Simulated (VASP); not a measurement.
# Ru (Fd-3m) in VASP: notebook

The runs below take Ru through single point, with RPBE.

Everything below comes from runs of VASP 6.6.1. Logs are shortened: lines on timing, memory, paths and dates and some standing lists are left out, and cuts for length are marked.

## Step 1: The cell of the first run

Symmetry: Fd-3m, No. 227, cubic system. Conventional cell: a = 5.488 Å, b = 5.488 Å, c = 5.488 Å, α = 90.00°, β = 90.00°, γ = 90.00°. Ru (site symmetry -43m) has 4 Ru at 2.38 Å within 3.1 Å.

## Step 2: Single point, RPBE

INCAR reads:

```
PREC = Accurate
ENCUT = 520
EDIFF = 1E-6
ISMEAR = -1
SIGMA = 0.1
LREAL = False
LASPH = True
NELM = 100
ALGO = Normal
ISIF = 2
LWAVE = False
LCHARG = False
GGA = RP
NBANDS = 21
```

KPOINTS reads:

```
Automatic mesh
0
Gamma
  10 10 10
```

POSCAR reads:

```
Ru
1.0
    0.0000000000      2.7437920177      2.7437920177
    2.7437920177      0.0000000000      2.7437920177
    2.7437920177      2.7437920177      0.0000000000
Ru
2
Direct
    0.1250000000      0.1250000000      0.1250000000
    0.8750000000      0.8750000000      0.8750000000
```

Potentials or basis: VASP PAW PBE potentials, release 64 (Ru_pv).

The run is started by

```
$ cat potpaw_PBE.64/Ru_pv/POTCAR > POTCAR
$ mpirun -np 1 vasp_std > vasp.out
```

OUTCAR:

```text
PREC = Accurate
   ENCUT = 520
   EDIFF = 1E-6
   ISMEAR = -1
   LREAL = False
   LASPH = True
   NELM = 100
   ISIF = 2
   GGA = RP

 ion  position               nearest neighbor table
   1  0.125  0.125  0.125-   2 2.38   2 2.38   2 2.38   2 2.38
   2  0.875  0.875  0.875-   1 2.38   1 2.38   1 2.38   1 2.38

  LATTYP: Found a face centered cubic cell.
 ALAT       =     5.4875840354

  Lattice vectors:

 A1 = (   0.0000000000,   2.7437920177,   2.7437920177)
 A2 = (   2.7437920177,   0.0000000000,   2.7437920177)
 A3 = (   2.7437920177,   2.7437920177,   0.0000000000)

Analysis of symmetry for initial positions (statically):
=====================================================================
 Subroutine PRICEL returns:
 Original cell was already a primitive cell.

 Routine SETGRP: Setting up the symmetry group for a
 face centered cubic supercell.

 Subroutine GETGRP returns: Found 48 space group operations
 (whereof 12 operations were pure point group operations)
 out of a pool of 48 trial point group operations.

The static configuration has the point symmetry D_3d.
 The point group associated with its full space group is O_h .

Analysis of symmetry for dynamics (positions and initial velocities):
=====================================================================
 Subroutine PRICEL returns:
 Original cell was already a primitive cell.

 Routine SETGRP: Setting up the symmetry group for a
 face centered cubic supercell.

 Subroutine GETGRP returns: Found 48 space group operations
 (whereof 12 operations were pure point group operations)
 out of a pool of 48 trial point group operations.

The dynamic configuration has the point symmetry D_3d.
 The point group associated with its full space group is O_h .

 Subroutine INISYM returns: Found 48 space group operations
 (whereof 12 operations are pure point group operations),
 and found     1 'primitive' translations

----------------------------------------------------------------------------------------

                                     Primitive cell

  volume of cell :      41.3127

  direct lattice vectors                    reciprocal lattice vectors
     0.000000000  2.743792018  2.743792018    -0.182229556  0.182229556  0.182229556
     2.743792018  0.000000000  2.743792018     0.182229556 -0.182229556  0.182229556
     2.743792018  2.743792018  0.000000000     0.182229556  0.182229556 -0.182229556

  length of vectors
     3.880307884  3.880307884  3.880307884     0.315630849  0.315630849  0.315630849

  position of ions in fractional coordinates (direct lattice)
     0.125000000  0.125000000  0.125000000
     0.875000000  0.875000000  0.875000000

  ion indices of the primitive-cell ions
   primitive index   ion index
                 1           1
                 2           2

----------------------------------------------------------------------------------------

 KPOINTS: Automatic mesh

Automatic generation of k-mesh.
 Grid dimensions read from file:
 generate k-points for:   10   10   10

 Generating k-lattice:

  Cartesian coordinates                     Fractional coordinates (reciprocal lattice)
    -0.018222956  0.018222956  0.018222956     0.100000000  0.000000000  0.000000000
     0.018222956 -0.018222956  0.018222956     0.000000000  0.100000000  0.000000000
     0.018222956  0.018222956 -0.018222956     0.000000000  0.000000000  0.100000000

  Length of vectors
     0.031563085  0.031563085  0.031563085

  Shift w.r.t. Gamma in fractional coordinates (k-lattice)
     0.000000000  0.000000000  0.000000000

 Subroutine IBZKPT returns following result:
 ===========================================

 Found     47 irreducible k-points:

 Following reciprocal coordinates:
            Coordinates               Weight
  0.000000  0.000000  0.000000      1.000000
  0.100000  0.000000  0.000000      8.000000
  0.200000  0.000000  0.000000      8.000000
  0.300000  0.000000  0.000000      8.000000
  0.400000  0.000000  0.000000      8.000000
  0.500000  0.000000  0.000000      4.000000
[... 16 lines left out ...]
  0.300000  0.300000  0.000000      6.000000
  0.400000  0.300000  0.000000     24.000000
 [... further k-points ...]
   k-points           NKPTS =     47   k-points in BZ     NKDIM =     47   number of bands    NBANDS=     21
   number of dos      NEDOS =    301   number of ions     NIONS =      2
   total plane-waves  NPLWV =  27000
   dimension x,y,z NGX =    30 NGY =   30 NGZ =   30
   dimension x,y,z NGXF=    60 NGYF=   60 NGZF=   60
   ions per type =               2
   NGX,Y,Z   is equivalent  to a cutoff of  12.85, 12.85, 12.85 a.u.
   NGXF,Y,Z  is equivalent  to a cutoff of  25.71, 25.71, 25.71 a.u.
 SYSTEM =  unknown system
   PREC   = accura    normal or accurate (medium, high low for compatibility)
   ISTART =      0    job   : 0-new  1-cont  2-samecut
   ICHARG =      2    charge: 1-file 2-atom 10-const
   ISPIN  =      1    spin polarized calculation?
   LNONCOLLINEAR =      F non collinear calculations
   LSORBIT =      F    spin-orbit coupling
   LASPH  =      T    aspherical Exc in radial PAW
   ENCUT  =  520.0 eV  38.22 Ry    6.18 a.u.   7.21  7.21  7.21*2*pi/ulx,y,z
   NELM   =    100;   NELMIN=  2; NELMDL= -5     # of ELM steps
   EDIFF  = 0.1E-05   stopping-criterion for ELM
   LREAL  =      F    real-space projection
   EDIFFG = 0.1E-04   stopping-criterion for IOM
   NSW    =      0    number of steps for IOM
   IBRION =     -1    ionic relax: 0-MD 1-quasi-New 2-CG
   NFREE  =      0    steps in history (QN), initial steepest desc. (CG)
   ISIF   =      2    stress and relaxation
   ISYM   =      2    0-nonsym 1-usesym 2-fastsym
   POTIM  = 0.5000    time-step for ionic-motion
   TEBEG  =    0.0;   TEEND  =   0.0 temperature during run
   PSTRESS=    0.0 pullay stress
   NELECT =      28.0000    total number of electrons
   NUPDOWN=      -1.0000    fix difference up-down
   EMIN   =  10.00;   EMAX   =-10.00  energy-range for DOS
   EFERMI =   0.00;   METHOD = LEGACY
   ISMEAR =    -1;   SIGMA  =   0.10  broadening in eV -4-tet -1-fermi 0-gaus
   EFERMI_NEDOS =   21; number of points for ismear=-14 and -15
   IALGO  =     38    algorithm
   IMIX   =      4    mixing-type and parameters
     AMIX     =   0.40;   BMIX     =  1.00
     AMIX_MAG =   1.60;   BMIX_MAG =  1.00
  volume/ion in A,a.u.               =      20.66       139.40
  Fermi-wavevector in a.u.,A,eV,Ry     =   1.438025  2.717472 28.135689  2.067915
  Thomas-Fermi vector in A             =   2.557037
   LORBIT       =      0    0 simple, 1 ext, 2 COOP (PROOUT), +10 PAW based schemes
   GGA     = RP    functional components
   LHFCALC =     F    Hartree Fock is set to
   AEXX    =    0.0000 exact exchange contribution
   IVDW    =     0    specifies the selected vdW correction
   LEPSILON=     F    determine dielectric tensor
   LRPA    =     F    only Hartree local field effects (RPA)
 non-spin polarized calculation
  energy-cutoff  :      520.00
  volume of cell :       41.31
 maximum number of plane-waves:      1139
 NGX is ok and might be reduce to    30
   NGX = 15   NGY = 15   NGZ = 15

 number of electron      28.0000009 magnetization

 Free energy of the ion-electron system (eV)
  ---------------------------------------------------
  ext. energy  EPLUGINS =         0.00000000
  ---------------------------------------------------
  free energy    TOTEN  =       -14.98171711 eV

  energy without entropy =      -14.91965072  energy(sigma->0) =      -14.95068391

 E-fermi :   6.9092     XC(G=0): -11.1245

 val. band max:        6.9063251928   @ k =   0.4000   0.3000   0.0000
 cond. band min:       6.9183581164   @ k =   0.4000   0.0000   0.0000
 fundamental gap:      0.0120329236
 Fermi energy:         6.9092033643

 k-point     1 :       0.0000    0.0000    0.0000
  band No.  band energies     occupation
      1     -36.1887      2.00000
      2     -36.1887      2.00000
      3     -36.1887      2.00000
      4     -35.3571      2.00000
      5     -35.3571      2.00000
      6     -35.3571      2.00000
[... 13 lines left out ...]
     20      19.4568      0.00000
     21      19.8779      0.00000

 k-point     2 :       0.1000    0.0000    0.0000
  band No.  band energies     occupation
      1     -36.1982      2.00000
      2     -36.1982      2.00000
      3     -36.1869      2.00000
      4     -35.3598      2.00000
      5     -35.3472      2.00000
      6     -35.3472      2.00000
[... 13 lines left out ...]
     20      17.9452      0.00000
     21      19.2135      0.00000

 k-point     3 :       0.2000    0.0000    0.0000
  band No.  band energies     occupation
      1     -36.2221      2.00000
      2     -36.2221      2.00000
      3     -36.1824      2.00000
      4     -35.3665      2.00000
      5     -35.3221      2.00000
      6     -35.3221      2.00000
[... 13 lines left out ...]
     20      18.1872      0.00000
     21      18.6510      0.00000

 k-point     4 :       0.3000    0.0000    0.0000
  band No.  band energies     occupation
      1     -36.2498      2.00000
      2     -36.2498      2.00000
      3     -36.1772      2.00000
      4     -35.3742      2.00000
      5     -35.2928      2.00000
      6     -35.2928      2.00000
[... 13 lines left out ...]
     20      18.0286      0.00000
     21      18.0286      0.00000

 k-point     5 :       0.4000    0.0000    0.0000
  band No.  band energies     occupation
      1     -36.2711      2.00000
      2     -36.2711      2.00000
      3     -36.1734      2.00000
      4     -35.3801      2.00000
      5     -35.2703      2.00000
      6     -35.2703      2.00000
[... 13 lines left out ...]
     20      17.4240      0.00000
     21      17.4240      0.00000
[... 382 lines left out ...]
     20      16.8218      0.00000
     21      17.9364      0.00000

 k-point    22 :      -0.2000    0.2000    0.0000
  band No.  band energies     occupation
      1     -36.3143      2.00000
      2     -36.2511      2.00000
      3     -36.1087      2.00000
      4     -35.4415      2.00000
      5     -35.2913      2.00000
      6     -35.2296      2.00000
[... 13 lines left out ...]
     20      17.9385      0.00000
     21      18.0818      0.00000

 k-point    23 :       0.3000    0.3000    0.0000
  band No.  band energies     occupation
      1     -36.3144      2.00000
      2     -36.3144      2.00000
      3     -36.0220      2.00000
      4     -35.5354      2.00000
      5     -35.2251      2.00000
      6     -35.2251      2.00000
[... 13 lines left out ...]
     20      14.8690      0.00000
     21      17.5078      0.00000

 k-point    24 :       0.4000    0.3000    0.0000
  band No.  band energies     occupation
      1     -36.3416      2.00000
      2     -36.3344      2.00000
      3     -35.9714      2.00000
      4     -35.5870      2.00000
      5     -35.2039      2.00000
      6     -35.1979      2.00000
[... 13 lines left out ...]
     20      13.7307      0.00000
     21      17.8100      0.00000

 [... further k-points ...]

------------------------ aborting loop because EDIFF is reached ----------------------------------------

  FORCE on cell =-STRESS in cart. coord.  units (eV):
  Direction    XX          YY          ZZ          XY          YZ          ZX
  --------------------------------------------------------------------------------------
  -------------------------------------------------------------------------------------
  Total        0.0649091      0.0649091      0.0649091     -0.0000000     -0.0000000      0.0000000
  in kB        2.5172848      2.5172848      2.5172848     -0.0000000     -0.0000000      0.0000000
  external PRESSURE =       2.5172848 kB  Pullay stress =       0.0000000 kB

 VOLUME and BASIS-vectors are now :
 -----------------------------------------------------------------------------
  energy-cutoff  :      520.00
  volume of cell :       41.31
      direct lattice vectors                 reciprocal lattice vectors
     0.000000000  2.743792018  2.743792018    -0.182229556  0.182229556  0.182229556
     2.743792018  0.000000000  2.743792018     0.182229556 -0.182229556  0.182229556
     2.743792018  2.743792018  0.000000000     0.182229556  0.182229556 -0.182229556

 POSITION                                       TOTAL-FORCE (eV/Angst)
 -----------------------------------------------------------------------------------
      0.68595      0.68595      0.68595         0.000000      0.000000      0.000000
      4.80164      4.80164      4.80164        -0.000000     -0.000000     -0.000000
 -----------------------------------------------------------------------------------
    total drift:                               -0.000000      0.000000      0.000000

  FREE ENERGIE OF THE ION-ELECTRON SYSTEM (eV)
  ---------------------------------------------------
  free  energy   TOTEN  =       -14.9817171062 eV

  energy  without entropy=      -14.9196507204  energy(sigma->0) =      -14.95068391
```

Wall time 36 s (1 thread of Intel Xeon Platinum 8259CL at 2.50GHz (Skylake/Cascade Lake), shared host); peak memory 0.18 GiB.

Results:

```yaml
Free_energy: -14.9817 eV
Pressure: 0.3 GPa
Band_gap_on_the_k_mesh: zero (band 14 reaches 7.36 eV, above the bottom of band 15 at 6.43 eV)
```

Caveat: the PAW data sets were made with another functional, which shifts forces and pressure a little.

## Step 3: Single point, RPBE (volume scaled by 0.88)

INCAR reads:

```
SYSTEM = Ru
ALGO = Normal ; EDIFF = 1E-7
ENCUT = 520 ; GGA = RP
ISIF = 2 ; ISMEAR = -1
LASPH = .True. ; LCHARG = .False.
LREAL = .False. ; LWAVE = .False.
NBANDS = 21 ; NELM = 100
PREC = Accurate ; SIGMA = 0.1
```

KPOINTS reads:

```
k-points
0
Gamma
  11 11 11
  0 0 0
```

POSCAR reads:

```
Ru
1.0
    0.0000000000      2.6293319114      2.6293319114
    2.6293319114      0.0000000000      2.6293319114
    2.6293319114      2.6293319114      0.0000000000
Ru
2
Direct
    0.1250000000      0.1250000000      0.1250000000
    0.8750000000      0.8750000000      0.8750000000
```

Potentials or basis: VASP PAW PBE potentials, release 64 (Ru_pv).

The run is started by

```
$ cat potpaw_PBE.64/Ru_pv/POTCAR > POTCAR
$ mpirun -np 1 vasp_std > vasp.out
```

OUTCAR:

```text
SYSTEM = Ru
   EDIFF = 1E-7
   ENCUT = 520
   GGA = RP
   ISIF = 2
   ISMEAR = -1
   LASPH = .True.
   LREAL = .False.
   NELM = 100
   PREC = Accurate

 ion  position               nearest neighbor table
   1  0.125  0.125  0.125-   2 2.28   2 2.28   2 2.28   2 2.28
   2  0.875  0.875  0.875-   1 2.28   1 2.28   1 2.28   1 2.28

  LATTYP: Found a face centered cubic cell.
 ALAT       =     5.2586638228

  Lattice vectors:

 A1 = (   0.0000000000,   2.6293319114,   2.6293319114)
 A2 = (   2.6293319114,   0.0000000000,   2.6293319114)
 A3 = (   2.6293319114,   2.6293319114,   0.0000000000)

Analysis of symmetry for initial positions (statically):
=====================================================================
 Subroutine PRICEL returns:
 Original cell was already a primitive cell.

 Routine SETGRP: Setting up the symmetry group for a
 face centered cubic supercell.

 Subroutine GETGRP returns: Found 48 space group operations
 (whereof 12 operations were pure point group operations)
 out of a pool of 48 trial point group operations.

The static configuration has the point symmetry D_3d.
 The point group associated with its full space group is O_h .

[... 152 lines left out ...]
 Free energy of the ion-electron system (eV)
  ---------------------------------------------------
  ext. energy  EPLUGINS =         0.00000000
  ---------------------------------------------------
  free energy    TOTEN  =       -14.60420146 eV

  energy without entropy =      -14.54914540  energy(sigma->0) =      -14.57667343

 E-fermi :   8.5893     XC(G=0): -11.8371

 val. band max:        8.5755576848   @ k =   0.4545   0.2727   0.0909
 cond. band min:       8.5959616155   @ k =   0.3636   0.1818   0.0000
 fundamental gap:      0.0204039307
 Fermi energy:         8.5893284449

 k-point     1 :       0.0000    0.0000    0.0000
  band No.  band energies     occupation
      1     -34.8818      2.00000
      2     -34.8818      2.00000
      3     -34.8818      2.00000
      4     -33.7074      2.00000
      5     -33.7074      2.00000
      6     -33.7074      2.00000
[... 565 lines left out ...]
     20      19.5056      0.00000
     21      19.5058      0.00000

 [... further k-points ...]
[... 5 lines left out ...]
  --------------------------------------------------------------------------------------
  -------------------------------------------------------------------------------------
  Total        6.1242623      6.1242623      6.1242623      0.0000000      0.0000000      0.0000000
  in kB      269.8970488    269.8970488    269.8970488      0.0000000      0.0000000      0.0000000
  external PRESSURE =     269.8970488 kB  Pullay stress =       0.0000000 kB

 VOLUME and BASIS-vectors are now :
 -----------------------------------------------------------------------------
  energy-cutoff  :      520.00
  volume of cell :       36.36
      direct lattice vectors                 reciprocal lattice vectors
     0.000000000  2.629331911  2.629331911    -0.190162375  0.190162375  0.190162375
     2.629331911  0.000000000  2.629331911     0.190162375 -0.190162375  0.190162375
     2.629331911  2.629331911  0.000000000     0.190162375  0.190162375 -0.190162375

 POSITION                                       TOTAL-FORCE (eV/Angst)
 -----------------------------------------------------------------------------------
      0.65733      0.65733      0.65733        -0.000000     -0.000000     -0.000000
      4.60133      4.60133      4.60133         0.000000      0.000000      0.000000
 -----------------------------------------------------------------------------------
    total drift:                                0.000000     -0.000000     -0.000000

  FREE ENERGIE OF THE ION-ELECTRON SYSTEM (eV)
  ---------------------------------------------------
  free  energy   TOTEN  =       -14.6042014638 eV

  energy  without entropy=      -14.5491453953  energy(sigma->0) =      -14.57667343
```

stdout:

```text
POSCAR found type information on POSCAR Ru
 POSCAR found :  1 types and       2 ions
 scaLAPACK will be used
 -----------------------------------------------------------------------------
|                                                                             |
|                                                                             |
|     You enforced a specific xc type in the INCAR file but a different       |
|     I HOPE YOU KNOW WHAT YOU ARE DOING!                                     |
|                                                                             |
 -----------------------------------------------------------------------------

 LDA part: xc-table for (Slater+PW92), standard interpolation
 POSCAR, INCAR and KPOINTS ok, starting setup
 FFT: planning ... GRIDC
 FFT: planning ... GRID_SOFT
 FFT: planning ... GRID
 WAVECAR not read
 entering main loop
```

Run time: 35 s. Hardware: 1 thread of Intel Xeon Platinum 8259CL at 2.50GHz (Skylake/Cascade Lake), shared host; peak memory 0.17 GiB.

Results:

| Item | Value |
| --- | --- |
| Free energy | -14.6042 eV |
| Pressure | 27.0 GPa |
| Band gap on the k mesh | zero (band 14 reaches 8.97 eV, above the bottom of band 15 at 8.02 eV) |

Caveat: the PAW data sets were made with another functional, which shifts forces and pressure a little.
